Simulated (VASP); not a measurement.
Li2P, 6 atoms in the cell. It takes space group P-6m2 (No. 187, hexagonal). Conventional cell: a = 3.525 Å, b = 3.525 Å, c = 10.079 Å, α = 90.00°, β = 90.00°, γ = 120.00°. Li (site symmetry -6m2) has 6 P at 2.50 Å within 3.3 Å. Li (site symmetry 3m) has 3 P at 2.50 Å and 3 Li at 2.95 Å within 3.3 Å. Within 3.9 Å of Li (site symmetry -6m2) lie 12 Li at 2.95 to 3.53 Å and 2 P at 3.59 Å. Within 3.3 Å of P (site symmetry 3m) lie 6 Li at 2.50 Å and 1 P at 2.90 Å. 

```yaml
Program: VASP 6.6.1
Task: single point
Functional: PBE
Potentials_or_basis: VASP PAW PBE potentials, release 64 (Li_sv, P)
Cutoff: 520 eV
k_mesh: 6 × 6 × 2
Occupations: gaussian, width 0.1 eV
Spin: no spin polarisation
Dipole_correction: no
Further_INCAR_settings: ALGO = Normal; EDIFF = 1e-06; NBANDS = 20
```

Potentials or basis: VASP PAW PBE potentials, release 64 (Li_sv, P).

Launch:

```console
$ cat potpaw_PBE.64/Li_sv/POTCAR potpaw_PBE.64/P/POTCAR > POTCAR
$ mpirun -np 1 vasp_std > vasp.out
```

Hardware: 1 thread of Intel(R) Xeon(R) Platinum 8375C CPU @ 2.90GHz (Ice Lake) (shared host).

How long does it take, and how much memory?

Wall time 70 s on 1 thread of Intel(R) Xeon(R) Platinum 8375C CPU @ 2.90GHz (Ice Lake), on a shared host, peak memory 0.23 GiB. Counts: scf iterations 15, k points 14.
